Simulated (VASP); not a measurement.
Crystal: Pb.

```
Pb
1.0
     0.00000    2.47502    2.47502
     2.47502    0.00000    2.47502
     2.47502    2.47502    0.00000
Pb
1
Direct
  0.00000 0.00000 0.00000
```

```yaml
Program: VASP 6.6.1
Task: relaxation of cell and atoms
Functional: LDA
Potentials_or_basis: VASP PAW LDA potentials, release 64 (Pb_d)
Cutoff: 600 eV
k_mesh: 20 × 20 × 20
Occupations: fermi-dirac, width 0.08 eV
Spin: no spin polarisation
```

At the start: pressure -1.9 GPa; volume 30.32 Å³/atom.

How do energy, volume and symmetry change on relaxing?

Over 4 steps the energy falls by 7.2 meV/atom and the volume is 29.13 Å³/atom (-3.9 %); space group Fm-3m (No. 225, to 0.1 Å) before and after.

The path:
```
step  energy change (eV)  largest force (eV/Å)  pressure (GPa)  volume (Å³)
   1              0.0000                0.0000           -1.89        30.32
   2             -0.0064                0.0000            0.71        28.78
   3             -0.0072                0.0000           -0.02        29.15
   4             -0.0072                0.0000            0.00        29.13
```

Final structure:
```yaml
crystal:
  lattice:
    - [0.00000, 2.44205, 2.44205]
    - [2.44205, 0.00000, 2.44205]
    - [2.44205, 2.44205, 0.00000]
  atoms:
    - { symbol: Pb, position: [0.00000, 0.00000, 0.00000] }
```
